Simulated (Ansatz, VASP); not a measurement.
**Two plane-wave programs on Fe**

The input INCAR:

```
PREC = Accurate
ENCUT = 520
EDIFF = 1E-6
ISMEAR = -1
SIGMA = 0.1
LREAL = False
LASPH = True
NELM = 60
ALGO = Normal
ISIF = 2
LWAVE = False
LCHARG = False
GGA = RP
NBANDS = 19
```

The input KPOINTS:

```
Automatic mesh
0
Gamma
  11 11 14
```

The input POSCAR:

```
Fe
1.0
    3.9376644861      0.0000000000      0.0000000000
   -1.9688322431      3.4101174766      0.0000000000
    0.0000000000      0.0000000000      2.4750977817
Fe
3
Direct
    0.0000000000      0.0000000000      0.0000000000
    0.3333333333      0.6666666667      0.5000000000
    0.6666666667      0.3333333333      0.5000000000
```

Input for Ansatz:

```yaml
crystal:
  lattice:
    - [3.9376644861, 0.0, 0.0]
    - [-1.9688322431, 3.4101174766, 0.0]
    - [0.0, 0.0, 2.4750977817]
  atoms:
    - { symbol: Fe, position: [0.0, 0.0, 0.0] }
    - { symbol: Fe, position: [0.3333333333, 0.6666666667, 0.5] }
    - { symbol: Fe, position: [0.6666666667, 0.3333333333, 0.5] }
hamiltonian:
  xc: rpbe
  pseudopotentials:
    kind: paw
    azcp:
      Fe: "pseudopotentials/Fe.paw.azcp"
basis:
  ecutwfc: 420
  fft_grid_basis: typed
kpoints:
  mp_grid: { grid: [11, 11, 14], shift: [0, 0, 0] }
magnetization:
  spin_polarized: false
scf:
  occupations: { method: fermi_dirac, width: 0.1 }
  lower_state_search: "off"
output:
  stress: true
```

Alike in both runs: task single point; functional RPBE; k mesh 11 × 11 × 14; occupations fermi-dirac, width 0.1 eV; no spin polarisation.

|  | VASP | Ansatz |
| --- | --- | --- |
| version | VASP 6.6.1 | Ansatz 0.2.0 |
| potentials or method | VASP PAW PBE potentials, release 64 (Fe), cutoff 520 eV | plane waves (420 eV) with PAW, scalar-relativistic |
| valence electrons in the cell | 24 | 48 |

Ansatz gave:

```
pressure (GPa)                                                : -9.2
traceless stress, the component that is largest in VASP (GPa) : 0.37
```

Question: Which values does VASP return?

Answer: Pressure (GPa): -9.4; traceless stress, the component that is largest in VASP (GPa): 0.42.

VASP's potentials were made for PBE, not for RPBE. VASP's potentials hold 24 valence electrons a cell and Ansatz's 48, so a difference there can come from the potentials and not from the codes.
